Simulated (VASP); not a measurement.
# MnSi4C (P4/mmm) in VASP: notebook, part 2 of 2

VASP 6.6.1. The steps go on from the part before.

### Step 3. Single point, PBE, collinear spin, ferromagnetic start

This run uses another cell than the first one, of 11.67 Å³/atom.

INCAR

```
ALGO = Normal
EDIFF = 1E-6
ENCUT = 520
GGA = PE
ISIF = 2
ISMEAR = 0
ISPIN = 2
LASPH = True
LCHARG = False
LMAXMIX = 4
LORBIT = 11
LREAL = False
LWAVE = False
MAGMOM = 4 0 0 0 0 0
NBANDS = 30
NELM = 150
PREC = Accurate
SIGMA = 0.1
```

KPOINTS

```
k-points
0
Gamma
  6 6 4
```

POSCAR

```
MnSi4C
1.0
    3.6074296200      0.0000000000      0.0000000000
    0.0000000000      3.6074296200      0.0000000000
    0.0000000000      0.0000000000      5.3816479700
Mn Si C
1 4 1
Direct
    0.5000000000      0.5000000000      0.5000000000
    0.0000000000      0.5000000000      0.7644799900
    0.5000000000      0.0000000000      0.7644799900
    0.0000000000      0.5000000000      0.2355200100
    0.5000000000      0.0000000000      0.2355200100
    0.0000000000      0.0000000000      0.0000000000
```

Potentials or basis: VASP PAW PBE potentials, release 64 (Mn_pv, Si, C).

Started as:

```
> cat potpaw_PBE.64/Mn_pv/POTCAR potpaw_PBE.64/Si/POTCAR potpaw_PBE.64/C/POTCAR > POTCAR
> mpirun -np 1 vasp_std > vasp.out
```

OUTCAR:

```text
EDIFF = 1E-6
   ENCUT = 520
   GGA = PE
   ISIF = 2
   ISMEAR = 0
   ISPIN = 2
   LASPH = True
   LORBIT = 11
   LREAL = False
   NELM = 150
   PREC = Accurate

 ion  position               nearest neighbor table
   1  0.500  0.500  0.500-   2 2.30   3 2.30   4 2.30   5 2.30   3 2.30   5 2.30   2 2.30   4 2.30

   2  0.000  0.500  0.764-   6 2.20   6 2.20   1 2.30   1 2.30   4 2.53   3 2.55   3 2.55   3 2.55
                             3 2.55   4 2.85
   3  0.500  0.000  0.764-   6 2.20   6 2.20   1 2.30   1 2.30   5 2.53   2 2.55   2 2.55   2 2.55
                             2 2.55   5 2.85
   4  0.000  0.500  0.236-   6 2.20   6 2.20   1 2.30   1 2.30   2 2.53   5 2.55   5 2.55   5 2.55
                             5 2.55   2 2.85
   5  0.500  0.000  0.236-   6 2.20   6 2.20   1 2.30   1 2.30   3 2.53   4 2.55   4 2.55   4 2.55
                             4 2.55   3 2.85
   6  0.000  0.000  0.000-   2 2.20   3 2.20   4 2.20   5 2.20   2 2.20   4 2.20   3 2.20   5 2.20

  LATTYP: Found a simple tetragonal cell.
 ALAT       =     3.6074296200
 C/A-ratio  =     1.4918234136

  Lattice vectors:

 A1 = (   3.6074296200,   0.0000000000,   0.0000000000)
 A2 = (   0.0000000000,   3.6074296200,   0.0000000000)
 A3 = (   0.0000000000,   0.0000000000,   5.3816479700)

Analysis of symmetry for initial positions (statically):
=====================================================================
 Subroutine PRICEL returns:
 Original cell was already a primitive cell.

 Routine SETGRP: Setting up the symmetry group for a
 simple tetragonal supercell.

 Subroutine GETGRP returns: Found 16 space group operations
 (whereof 16 operations were pure point group operations)
 out of a pool of 16 trial point group operations.

The static configuration has the point symmetry D_4h.

Analysis of symmetry for dynamics (positions and initial velocities):
=====================================================================
 Subroutine PRICEL returns:
 Original cell was already a primitive cell.

 Routine SETGRP: Setting up the symmetry group for a
 simple tetragonal supercell.

 Subroutine GETGRP returns: Found 16 space group operations
 (whereof 16 operations were pure point group operations)
 out of a pool of 16 trial point group operations.

The dynamic configuration has the point symmetry D_4h.

Analysis of structural, dynamic, and magnetic symmetry:
=====================================================================
 Subroutine PRICEL returns:
 Original cell was already a primitive cell.

 Routine SETGRP: Setting up the symmetry group for a
 simple tetragonal supercell.

 Subroutine GETGRP returns: Found 16 space group operations
 (whereof 16 operations were pure point group operations)
 out of a pool of 16 trial point group operations.

The overall configuration has the point symmetry D_4h.

 Subroutine INISYM returns: Found 16 space group operations
 (whereof 16 operations are pure point group operations),
 and found     1 'primitive' translations

----------------------------------------------------------------------------------------

                                     Primitive cell

  volume of cell :      70.0343

  direct lattice vectors                    reciprocal lattice vectors
     3.607429620  0.000000000  0.000000000     0.277205685  0.000000000  0.000000000
[... 104 lines left out ...]
   PSTRESS=    0.0 pullay stress
   NELECT =      33.0000    total number of electrons
   NUPDOWN=      -1.0000    fix difference up-down
   EMIN   =  10.00;   EMAX   =-10.00  energy-range for DOS
   EFERMI =   0.00;   METHOD = LEGACY
   ISMEAR =     0;   SIGMA  =   0.10  broadening in eV -4-tet -1-fermi 0-gaus
   EFERMI_NEDOS =   21; number of points for ismear=-14 and -15
   IALGO  =     38    algorithm
   IMIX   =      4    mixing-type and parameters
     AMIX     =   0.40;   BMIX     =  1.00
     AMIX_MAG =   1.60;   BMIX_MAG =  1.00
  volume/ion in A,a.u.               =      11.67        78.77
  Fermi-wavevector in a.u.,A,eV,Ry     =   1.273921  2.407361 22.080548  1.622875
  Thomas-Fermi vector in A             =   2.406718
   LORBIT       =     11    0 simple, 1 ext, 2 COOP (PROOUT), +10 PAW based schemes
   GGA     = PE    functional components
   LHFCALC =     F    Hartree Fock is set to
   AEXX    =    0.0000 exact exchange contribution
   IVDW    =     0    specifies the selected vdW correction
   LEPSILON=     F    determine dielectric tensor
   LRPA    =     F    only Hartree local field effects (RPA)
 spin polarized calculation
 Gauss-broadening in eV      SIGMA  =   0.10
  energy-cutoff  :      520.00
  volume of cell :       70.03
 maximum number of plane-waves:      1932
 NGX is ok and might be reduce to    28
   NGX = 13   NGY = 13   NGZ = 21

 number of electron      32.9999997 magnetization       0.0025623

 number of electron      32.9999997 magnetization      -0.0002599

 Free energy of the ion-electron system (eV)
  ---------------------------------------------------
  ext. energy  EPLUGINS =         0.00000000
  ---------------------------------------------------
  free energy    TOTEN  =       -37.34980772 eV

  energy without entropy =      -37.33368235  energy(sigma->0) =      -37.34174504

 E-fermi :  10.7666     XC(G=0): -11.9024

 val. band max:       10.7400630555   @ k =   0.1667   0.1667   0.5000
 cond. band min:      10.7734567847   @ k =   0.5000   0.1667   0.2500
 fundamental gap:      0.0333937292
 Fermi energy:        10.7666023085

 spin component 1

 k-point     1 :       0.0000    0.0000    0.0000
  band No.  band energies     occupation
      1     -36.9866      1.00000
      2     -36.5877      1.00000
      3     -36.5877      1.00000
      4      -5.2936      1.00000
      5      -0.0966      1.00000
      6       1.3228      1.00000
[... 733 lines left out ...]
     27      16.7786      0.00000
     28      19.3463      0.00000

 [... further k-points ...]

 spin component 2

 k-point     1 :       0.0000    0.0000    0.0000
  band No.  band energies     occupation
      1     -36.9858      1.00000
      2     -36.5872      1.00000
      3     -36.5872      1.00000
      4      -5.2939      1.00000
      5      -0.0968      1.00000
      6       1.3227      1.00000
[... 733 lines left out ...]
     27      16.7784      0.00000
     28      19.3461      0.00000

 [... further k-points ...]

 [bands above 28 left out]

------------------------ aborting loop because EDIFF is reached ----------------------------------------

  FORCE on cell =-STRESS in cart. coord.  units (eV):
  Direction    XX          YY          ZZ          XY          YZ          ZX
  --------------------------------------------------------------------------------------
  -------------------------------------------------------------------------------------
  Total        9.1906747      9.1906747     -5.7745560      0.0000000      0.0000000      0.0000000
  in kB      210.2553020    210.2553020   -132.1046661      0.0000000      0.0000000      0.0000000
  external PRESSURE =      96.1353127 kB  Pullay stress =       0.0000000 kB

 VOLUME and BASIS-vectors are now :
 -----------------------------------------------------------------------------
  energy-cutoff  :      520.00
  volume of cell :       70.03
      direct lattice vectors                 reciprocal lattice vectors
     3.607429620  0.000000000  0.000000000     0.277205685  0.000000000  0.000000000
     0.000000000  3.607429620  0.000000000     0.000000000  0.277205685  0.000000000
     0.000000000  0.000000000  5.381647970     0.000000000  0.000000000  0.185816688

 POSITION                                       TOTAL-FORCE (eV/Angst)
 -----------------------------------------------------------------------------------
      1.80371      1.80371      2.69082        -0.000000      0.000000      0.000000
      0.00000      1.80371      4.11416        -0.000000      0.000000     -0.439708
      1.80371      0.00000      4.11416         0.000000      0.000000     -0.439708
      0.00000      1.80371      1.26749        -0.000000     -0.000000      0.439708
      1.80371      0.00000      1.26749        -0.000000      0.000000      0.439708
      0.00000      0.00000      0.00000        -0.000000      0.000000      0.000000
 -----------------------------------------------------------------------------------
    total drift:                                0.000000      0.000000      0.000000

  FREE ENERGIE OF THE ION-ELECTRON SYSTEM (eV)
  ---------------------------------------------------
  free  energy   TOTEN  =       -37.3498077239 eV

  energy  without entropy=      -37.3336823476  energy(sigma->0) =      -37.34174504

 total charge

# of ion       s       p       d       tot
------------------------------------------
    1        0.394   6.477   5.525  12.396
    2        0.760   0.858   0.000   1.619
    3        0.760   0.858   0.000   1.619
    4        0.760   0.858   0.000   1.619
    5        0.760   0.858   0.000   1.619
    6        0.903   1.401   0.000   2.304
--------------------------------------------------
tot          4.338  11.312   5.525  21.174

 magnetization (x)

# of ion       s       p       d       tot
------------------------------------------
    1        0.000   0.000   0.000   0.000
    2       -0.000  -0.000   0.000  -0.000
    3       -0.000  -0.000   0.000  -0.000
    4       -0.000  -0.000   0.000  -0.000
    5       -0.000  -0.000   0.000  -0.000
    6       -0.000  -0.000   0.000  -0.000
--------------------------------------------------
tot         -0.000  -0.000   0.000   0.000
```

Wall time 2.8 min (1 thread of Intel Xeon 8259CL, shared host); peak memory 0.26 GiB.

Results:

- Free energy: -37.3498 eV
- Pressure: 9.6 GPa
- Largest force: 0.440 eV/Å
- Net moment: 0.00 μB per cell
- Valence electrons inside the program's atomic spheres: Mn 12.40; Si 1.62; C 2.30

Forces on the atoms (eV/Å):
```
Mn   0.000  0.000  0.000
Si   0.000  0.000 -0.440
Si   0.000  0.000 -0.440
Si   0.000  0.000  0.440
Si   0.000  0.000  0.440
C    0.000  0.000  0.000
```

Stress tensor (GPa, compression positive):
```
 21.03   0.00   0.00
  0.00  21.03   0.00
  0.00   0.00 -13.21
```

Caveat: the stress differs along the axes, from -13 to 21 GPa; the moments typed at the start vanished in this run.
